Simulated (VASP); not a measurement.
Wanted: the native input for a VASP 6.6.1 run.

```
Task                   : single point
Functional             : r2SCAN
Potentials or basis    : VASP PAW PBE potentials, release 64 (W_sv, S)
Cutoff                 : 520 eV
k mesh                 : 6 × 6 × 4
Occupations            : gaussian, width 0.05 eV
Spin                   : collinear spin, ferromagnetic start
Starting moments       : [2.0, 0.0, 0.0] μB
Dipole correction      : no
Further INCAR settings : ALGO = Normal; EDIFF = 1e-07; NBANDS = 24
```

The system is WS2.

```
CELL_PARAMETERS angstrom
3.57820 0.00000 0.00000
-1.78910 3.09881 0.00000
0.00000 0.00000 5.77238
ATOMIC_POSITIONS crystal
W 0.00000 0.00000 0.00000
S 0.33333 0.66667 0.25200
S 0.66667 0.33333 0.74800
```

The input as run:

POSCAR

```
WS2
1.0
    3.5782025500      0.0000000000      0.0000000000
   -1.7891012700      3.0988143100      0.0000000000
    0.0000000000      0.0000000000      5.7723833600
W S
1 2
Direct
    0.0000000000      0.0000000000      0.0000000000
    0.3333333333      0.6666666667      0.2520000000
    0.6666666667      0.3333333333      0.7480000000
```

INCAR.step1

```
SYSTEM = WS2
PREC = Accurate ; ENCUT = 520
ISMEAR = 0 ; SIGMA = 0.05
LREAL = .False. ; LASPH = .True.
NELM = 150 ; ISPIN = 2
MAGMOM = 2 0 0 ; LMAXMIX = 4
NBANDS = 24 ; GGA = PE
ALGO = Normal ; EDIFF = 1E-4
LWAVE = .True. ; LCHARG = .False.
```

INCAR.step2

```
SYSTEM = WS2
PREC = Accurate ; ENCUT = 520
EDIFF = 1E-7 ; ISMEAR = 0
SIGMA = 0.05 ; LREAL = .False.
LASPH = .True. ; NELM = 150
ALGO = Normal ; ISIF = 2
LWAVE = .False. ; LCHARG = .False.
ISPIN = 2 ; MAGMOM = 2 0 0
LORBIT = 11 ; LMAXMIX = 4
METAGGA = R2SCAN ; LMIXTAU = .True.
NBANDS = 24 ; ISTART = 1
```

KPOINTS

```
regular mesh
0
Gamma
  6 6 4
  0 0 0
```

Potentials or basis: VASP PAW PBE potentials, release 64 (W_sv, S).

Launch:

```bash
$ cat potpaw_PBE.64/W_sv/POTCAR potpaw_PBE.64/S/POTCAR > POTCAR
$ cp INCAR.step1 INCAR
$ mpirun -np 1 vasp_std > vasp.out
$ cp INCAR.step2 INCAR
$ mpirun -np 1 vasp_std > vasp.out
```

Results of the run:

* Pressure: -15.5 GPa
* Largest force: 1.117 eV/Å
* Net moment: -0.06 μB per cell
* Site moments: W -0.06; S +0.01 μB
* Valence electrons inside the program's atomic spheres: W 11.64; S 3.67

Caveat: the PAW data sets were made with another functional, which shifts forces and pressure a little.

It took 6.3 min on 1 thread of Intel(R) Xeon(R) Platinum 8488C (Sapphire Rapids) (shared host), peak memory 0.25 GiB.
